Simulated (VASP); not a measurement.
# Y (P6/mmm) in VASP: notebook

Y is run at these levels: PBE; tasks: single point, relaxation of cell and atoms.

Program: VASP 6.6.1. These are calculated values, not measurements. Logs are shortened: lines on timing, memory, paths and dates and some standing lists are left out, and cuts for length are marked.

## Step 1: The cell of the first run

The structure is hexagonal, space group P6/mmm (No. 191). The conventional cell has a = 3.371 Å, b = 3.371 Å, c = 3.251 Å, α = 90.00°, β = 90.00°, γ = 120.00°. Within 4.3 Å of Y (site symmetry 6/mmm) lie 8 Y at 3.25 to 3.37 Å.

This isn't the form of Y at room conditions, which is hcp.

## Step 2: Single point, PBE (31.99 Å³/atom)

INCAR

```
SYSTEM = Y
PREC = Accurate
ENCUT = 520
EDIFF = 1E-6
ISMEAR = -1
SIGMA = 0.05
LREAL = .False.
LASPH = .True.
NELM = 100
ALGO = Normal
ISIF = 2
LWAVE = .False.
LCHARG = .True.
GGA = PE
LELF = .True.
LVHAR = .True.
NBANDS = 12
```

KPOINTS

```
Automatic mesh
0
Gamma
  14 14 13
  0 0 0
```

POSCAR

```
Y
1.0
    3.3710432698      0.0000000000      0.0000000000
   -1.6855216348      2.9194091089      0.0000000000
    0.0000000000      0.0000000000      3.2507447982
Y
1
Direct
    0.0000000000      0.0000000000      0.0000000000
```

Potentials or basis: VASP PAW PBE potentials, release 64 (Y_sv).

Started as:

```
$ cat potpaw_PBE.64/Y_sv/POTCAR > POTCAR
$ mpirun -np 1 vasp_std > vasp.out
```

OUTCAR:

```text
SYSTEM = Y
   PREC = Accurate
   ENCUT = 520
   EDIFF = 1E-6
   ISMEAR = -1
   LREAL = .False.
   LASPH = .True.
   NELM = 100
   ISIF = 2
   GGA = PE

 ion  position               nearest neighbor table
   1  0.000  0.000  0.000-

  LATTYP: Found a hexagonal cell.
 ALAT       =     3.3710432698
 C/A-ratio  =     0.9643141716

  Lattice vectors:

 A1 = (   3.3710432698,   0.0000000000,   0.0000000000)
 A2 = (  -1.6855216348,   2.9194091089,   0.0000000000)
 A3 = (   0.0000000000,   0.0000000000,   3.2507447982)

Analysis of symmetry for initial positions (statically):
=====================================================================
 Subroutine PRICEL returns:
 Original cell was already a primitive cell.

 Routine SETGRP: Setting up the symmetry group for a
 hexagonal supercell.

 Subroutine GETGRP returns: Found 24 space group operations
 (whereof 24 operations were pure point group operations)
 out of a pool of 24 trial point group operations.

The static configuration has the point symmetry D_6h.

Analysis of symmetry for dynamics (positions and initial velocities):
=====================================================================
 Subroutine PRICEL returns:
 Original cell was already a primitive cell.

 Routine SETGRP: Setting up the symmetry group for a
 hexagonal supercell.

 Subroutine GETGRP returns: Found 24 space group operations
 (whereof 24 operations were pure point group operations)
 out of a pool of 24 trial point group operations.

The dynamic configuration has the point symmetry D_6h.

 Subroutine INISYM returns: Found 24 space group operations
 (whereof 24 operations are pure point group operations),
 and found     1 'primitive' translations

----------------------------------------------------------------------------------------

                                     Primitive cell

  volume of cell :      31.9921

  direct lattice vectors                    reciprocal lattice vectors
     3.371043270  0.000000000  0.000000000     0.296644071  0.171267534  0.000000000
    -1.685521635  2.919409109  0.000000000     0.000000000  0.342535069  0.000000000
     0.000000000  0.000000000  3.250744798     0.000000000  0.000000000  0.307621810

  length of vectors
     3.371043270  3.371043270  3.250744798     0.342535069  0.342535069  0.307621810

  position of ions in fractional coordinates (direct lattice)
     0.000000000  0.000000000  0.000000000

  ion indices of the primitive-cell ions
   primitive index   ion index
                 1           1

----------------------------------------------------------------------------------------

 KPOINTS: Automatic mesh

Automatic generation of k-mesh.
 Grid dimensions read from file:
 generate k-points for:   14   14   13

 Generating k-lattice:

  Cartesian coordinates                     Fractional coordinates (reciprocal lattice)
     0.021188862  0.012233395  0.000000000     0.071428571  0.000000000  0.000000000
     0.000000000  0.024466791  0.000000000     0.000000000  0.071428571  0.000000000
     0.000000000  0.000000000  0.023663216     0.000000000  0.000000000  0.076923077

  Length of vectors
     0.024466791  0.024466791  0.023663216

  Shift w.r.t. Gamma in fractional coordinates (k-lattice)
     0.000000000  0.000000000  0.000000000

 Subroutine IBZKPT returns following result:
 ===========================================

 Found    168 irreducible k-points:

 Following reciprocal coordinates:
            Coordinates               Weight
  0.000000  0.000000  0.000000      1.000000
  0.071429  0.000000  0.000000      6.000000
  0.142857  0.000000  0.000000      6.000000
  0.214286  0.000000  0.000000      6.000000
  0.285714  0.000000  0.000000      6.000000
  0.357143  0.000000  0.000000      6.000000
[... 16 lines left out ...]
  0.285714  0.285714  0.000000      6.000000
  0.357143  0.285714  0.000000      6.000000
 [... further k-points ...]
   k-points           NKPTS =    168   k-points in BZ     NKDIM =    168   number of bands    NBANDS=     12
   number of dos      NEDOS =    301   number of ions     NIONS =      1
   total plane-waves  NPLWV =  18816
   dimension x,y,z NGX =    28 NGY =   28 NGZ =   24
   dimension x,y,z NGXF=    56 NGYF=   56 NGZF=   48
   ions per type =               1
   NGX,Y,Z   is equivalent  to a cutoff of  13.81, 13.81, 12.27 a.u.
   NGXF,Y,Z  is equivalent  to a cutoff of  27.62, 27.62, 24.55 a.u.
 SYSTEM =  Y
   PREC   = accura    normal or accurate (medium, high low for compatibility)
   ISTART =      0    job   : 0-new  1-cont  2-samecut
   ICHARG =      2    charge: 1-file 2-atom 10-const
   ISPIN  =      1    spin polarized calculation?
   LNONCOLLINEAR =      F non collinear calculations
   LSORBIT =      F    spin-orbit coupling
   LASPH  =      T    aspherical Exc in radial PAW
   ENCUT  =  520.0 eV  38.22 Ry    6.18 a.u.   6.27  6.27  6.04*2*pi/ulx,y,z
   NELM   =    100;   NELMIN=  2; NELMDL= -5     # of ELM steps
   EDIFF  = 0.1E-05   stopping-criterion for ELM
   LREAL  =      F    real-space projection
   EDIFFG = 0.1E-04   stopping-criterion for IOM
   NSW    =      0    number of steps for IOM
   IBRION =     -1    ionic relax: 0-MD 1-quasi-New 2-CG
   NFREE  =      0    steps in history (QN), initial steepest desc. (CG)
   ISIF   =      2    stress and relaxation
   ISYM   =      2    0-nonsym 1-usesym 2-fastsym
   POTIM  = 0.5000    time-step for ionic-motion
   TEBEG  =    0.0;   TEEND  =   0.0 temperature during run
   PSTRESS=    0.0 pullay stress
   NELECT =      11.0000    total number of electrons
   NUPDOWN=      -1.0000    fix difference up-down
   EMIN   =  10.00;   EMAX   =-10.00  energy-range for DOS
   EFERMI =   0.00;   METHOD = LEGACY
   ISMEAR =    -1;   SIGMA  =   0.05  broadening in eV -4-tet -1-fermi 0-gaus
   EFERMI_NEDOS =   21; number of points for ismear=-14 and -15
   IALGO  =     38    algorithm
   IMIX   =      4    mixing-type and parameters
     AMIX     =   0.40;   BMIX     =  1.00
     AMIX_MAG =   1.60;   BMIX_MAG =  1.00
  volume/ion in A,a.u.               =      31.99       215.89
  Fermi-wavevector in a.u.,A,eV,Ry     =   1.146899  2.167324 17.896781  1.315376
  Thomas-Fermi vector in A             =   2.283581
   LORBIT       =      0    0 simple, 1 ext, 2 COOP (PROOUT), +10 PAW based schemes
   GGA     = PE    functional components
   LHFCALC =     F    Hartree Fock is set to
   AEXX    =    0.0000 exact exchange contribution
   IVDW    =     0    specifies the selected vdW correction
   LEPSILON=     F    determine dielectric tensor
   LRPA    =     F    only Hartree local field effects (RPA)
 non-spin polarized calculation
  energy-cutoff  :      520.00
  volume of cell :       31.99
 maximum number of plane-waves:       877
 NGX is ok and might be reduce to    28
   NGX = 13   NGY = 13   NGZ = 13

 number of electron      10.9999999 magnetization

 Free energy of the ion-electron system (eV)
  ---------------------------------------------------
  ext. energy  EPLUGINS =         0.00000000
  ---------------------------------------------------
  free energy    TOTEN  =        -5.98138961 eV

  energy without entropy =       -5.95718955  energy(sigma->0) =       -5.96928958

 E-fermi :   3.0582     XC(G=0):  -9.5009

 val. band max:        3.0534427800   @ k =   0.2857   0.2857   0.2308
 cond. band min:       3.0626109023   @ k =   0.4286   0.0000   0.0769
 fundamental gap:      0.0091681223
 Fermi energy:         3.0582011285

 k-point     1 :       0.0000    0.0000    0.0000
  band No.  band energies     occupation
      1     -39.6572      2.00000
      2     -19.3559      2.00000
      3     -19.2349      2.00000
      4     -19.2349      2.00000
      5      -1.5172      2.00000
      6       2.5347      1.99994
      7       4.9899      0.00000
      8       4.9899      0.00000
      9       8.7366      0.00000
     10       8.7366      0.00000
     11      12.5781      0.00000
     12      13.1677      0.00000

 k-point     2 :       0.0714    0.0000    0.0000
  band No.  band energies     occupation
      1     -39.6527      2.00000
      2     -19.3516      2.00000
      3     -19.2752      2.00000
      4     -19.2438      2.00000
      5      -1.3858      2.00000
      6       2.5980      1.99980
      7       4.7963      0.00000
      8       5.1173      0.00000
      9       8.4877      0.00000
     10       8.7051      0.00000
     11      12.9510      0.00000
     12      13.5319      0.00000

 k-point     3 :       0.1429    0.0000    0.0000
  band No.  band energies     occupation
      1     -39.6400      2.00000
      2     -19.3866      2.00000
      3     -19.3395      2.00000
      4     -19.2686      2.00000
      5      -1.0109      2.00000
      6       2.7710      1.99361
      7       4.3431      0.00000
      8       5.4936      0.00000
      9       7.9258      0.00000
     10       8.6187      0.00000
     11      13.8629      0.00000
     12      14.4203      0.00000
[... 286 lines left out ...]
 k-point    23 :       0.2857    0.2857    0.0000
  band No.  band energies     occupation
      1     -39.5571      2.00000
      2     -19.8498      2.00000
      3     -19.6530      2.00000
      4     -19.2601      2.00000
      5       2.5010      1.99997
      6       2.8684      1.95610
      7       3.4986      0.00030
      8       6.4517      0.00000
      9       7.1496      0.00000
     10       9.2649      0.00000
     11      10.0596      0.00000
     12      11.0321      0.00000

 k-point    24 :       0.3571    0.2857    0.0000
  band No.  band energies     occupation
      1     -39.5543      2.00000
      2     -19.8242      2.00000
      3     -19.7080      2.00000
      4     -19.2574      2.00000
      5       2.7123      1.99802
      6       3.1759      0.17335
      7       3.1908      0.13178
      8       6.5487      0.00000
      9       6.9508      0.00000
     10       9.4134      0.00000
     11       9.9378      0.00000
     12      10.6132      0.00000

 [... further k-points ...]
[... 5 lines left out ...]
  --------------------------------------------------------------------------------------
  -------------------------------------------------------------------------------------
  Total        0.3289600      0.3289600      0.3436208      0.0000000     -0.0000000     -0.0000000
  in kB       16.4744732     16.4744732     17.2086940      0.0000000     -0.0000000     -0.0000000
  external PRESSURE =      16.7192134 kB  Pullay stress =       0.0000000 kB

 VOLUME and BASIS-vectors are now :
 -----------------------------------------------------------------------------
  energy-cutoff  :      520.00
  volume of cell :       31.99
      direct lattice vectors                 reciprocal lattice vectors
     3.371043270  0.000000000  0.000000000     0.296644071  0.171267534  0.000000000
    -1.685521635  2.919409109  0.000000000     0.000000000  0.342535069  0.000000000
     0.000000000  0.000000000  3.250744798     0.000000000  0.000000000  0.307621810

 POSITION                                       TOTAL-FORCE (eV/Angst)
 -----------------------------------------------------------------------------------
      0.00000      0.00000      0.00000         0.000000      0.000000      0.000000
 -----------------------------------------------------------------------------------
    total drift:                               -0.000000      0.000000      0.000000

  FREE ENERGIE OF THE ION-ELECTRON SYSTEM (eV)
  ---------------------------------------------------
  free  energy   TOTEN  =        -5.9813896125 eV

  energy  without entropy=       -5.9571895544  energy(sigma->0) =       -5.96928958
```

It took 40 s on 1 thread of Intel Xeon 8259CL, shared host; peak memory 0.19 GiB.

Results:

* Free energy: -5.9814 eV
* Pressure: 1.7 GPa
* Band gap on the k mesh: zero (an odd number of electrons rules out a gap without spin polarisation)

Levels at points of the mesh, in eV from the Fermi level:
```tsv
k point	band 1	band 2	band 3	band 4	band 5	band 6	band 7	band 8	band 9	band 10
(0.00, 0.00, 0.00)	-42.72	-22.41	-22.29	-22.29	-4.58	-0.52	1.93	1.93	5.68	5.68
(0.50, 0.00, 0.00)	-42.62	-23.06	-22.47	-22.33	-1.86	0.09	0.83	2.93	5.10	6.10
```

## Step 3: Single point, PBE

This run uses another cell than the first one, of 33.68 Å³/atom.

INCAR

```
SYSTEM = Y
PREC = Accurate
ENCUT = 520
EDIFF = 1E-6
ISMEAR = -1
SIGMA = 0.05
LREAL = .FALSE.
LASPH = .TRUE.
NELM = 80
ALGO = Normal
ISIF = 2
LWAVE = .FALSE.
LCHARG = .FALSE.
GGA = PE
NBANDS = 12
```

KPOINTS

```
Automatic mesh
0
G
  14 14 13
  0 0 0
```

POSCAR

```
Y
1.0
    3.4216228213      0.0000000000      0.0000000000
   -1.7108114107      2.9632122854      0.0000000000
    0.0000000000      0.0000000000      3.3214189356
Y
1
Direct
    0.0000000000      0.0000000000      0.0000000000
```

Potentials or basis: VASP PAW PBE potentials, release 64 (Y_sv).

Started as:

```
$ cat potpaw_PBE.64/Y_sv/POTCAR > POTCAR
$ mpirun -np 1 vasp_std > vasp.out
```

Run time: 45 s. Hardware: 1 thread of Intel Xeon 8259CL, shared host; peak memory 0.2 GiB.

It converged, with:

- Free energy: -5.9895 eV
- Pressure: -0.1 GPa
- Band gap on the k mesh: zero (an odd number of electrons rules out a gap without spin polarisation)

Stress tensor (GPa, compression positive):
```
-0.10  0.00  0.00
 0.00 -0.10  0.00
 0.00  0.00 -0.02
```

Levels at points of the mesh, in eV from the Fermi level:
```
           k point  band 2  band 3  band 4  band 5  band 6  band 7  band 8  band 9  band 10  band 11
(0.00, 0.00, 0.00)  -22.58  -22.45  -22.45   -4.51   -0.47    1.88    1.88    5.36     5.36     9.39
(0.50, 0.00, 0.00)  -23.11  -22.60  -22.50   -1.80    0.11    0.71    2.75    4.82     5.81     7.87
```

(Continued in part 2 of 2.)
